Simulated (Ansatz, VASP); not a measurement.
Two plane-wave programs on Si7Ge

File INCAR:

```
SYSTEM = Si7Ge
PREC = Accurate
ENCUT = 520
EDIFF = 1E-6
ISMEAR = 0
SIGMA = 0.03
LREAL = .False.
LASPH = .True.
NELM = 60
ALGO = Normal
ISIF = 2
LWAVE = .False.
LCHARG = .False.
GGA = PS
NBANDS = 31
```

The input KPOINTS:

```
Automatic mesh
0
Gamma
  6 6 6
  0 0 0
```

POSCAR

```
Si7Ge
1.0
    5.4589494008      0.0000000000      0.0000000000
    0.0000000000      5.4589494008      0.0000000000
    0.0000000000      0.0000000000      5.4589494008
Si Ge
7 1
Direct
    0.2525986838      0.2525986838      0.2525986838
    0.0000000000      0.5000000000      0.5000000000
    0.5000000000      0.5000000000      0.0000000000
    0.5000000000      0.0000000000      0.5000000000
    0.7474013162      0.2525986838      0.7474013162
    0.7474013162      0.7474013162      0.2525986838
    0.2525986838      0.7474013162      0.7474013162
    0.0000000000      0.0000000000      0.0000000000
```

Input for Ansatz:

```yaml
crystal:
  lattice:
    - [5.4589494008, 0.0, 0.0]
    - [0.0, 5.4589494008, 0.0]
    - [0.0, 0.0, 5.4589494008]
  atoms:
    - { symbol: Si, position: [0.2525986838, 0.2525986838, 0.2525986838] }
    - { symbol: Si, position: [0.0, 0.5, 0.5] }
    - { symbol: Si, position: [0.5, 0.5, 0.0] }
    - { symbol: Si, position: [0.5, 0.0, 0.5] }
    - { symbol: Si, position: [0.7474013162, 0.2525986838, 0.7474013162] }
    - { symbol: Si, position: [0.7474013162, 0.7474013162, 0.2525986838] }
    - { symbol: Si, position: [0.2525986838, 0.7474013162, 0.7474013162] }
    - { symbol: Ge, position: [0.0, 0.0, 0.0] }
basis:
  ecutwfc: 420
kpoints:
  mp_grid: { grid: [6, 6, 6] }
hamiltonian:
  xc: pbesol
  pseudopotentials: { kind: paw, azcp: { folder: soft_1 } }
scf:
  occupations: { method: gaussian, width: 0.03 }
output:
  forces: true
  stress: true
  eigenvalues: true
```

Alike in both runs: task single point; functional PBEsol; k mesh 6 × 6 × 6; occupations gaussian, width 0.03 eV; no spin polarisation.

```csv
,VASP,Ansatz
version,VASP 6.6.1,Ansatz 0.2.0
potentials or method,"VASP PAW PBE potentials, release 64 (Si, Ge_d), cutoff 520 eV","scalar-relativistic, plane waves, PAW"
valence electrons in the cell,42,42
```

```tsv
	VASP	Ansatz	Ansatz less VASP
gap on the k mesh at the Fermi level (eV)	0.27	0.28	+0.007
least direct gap on the mesh (eV)	0.27	0.28	+0.007
pressure (GPa)	0.1	0.0	-0.07
rms of the force components (eV/Å)	0.004	0.000	-0.0035
```

VASP's potentials were made for PBE, not for PBEsol, and Ansatz warns of the same on its side. Atom by atom the forces differ by 0.003 eV/Å (rms over components). With one functional, cell and mesh, what is left measures potentials, basis and numerics.
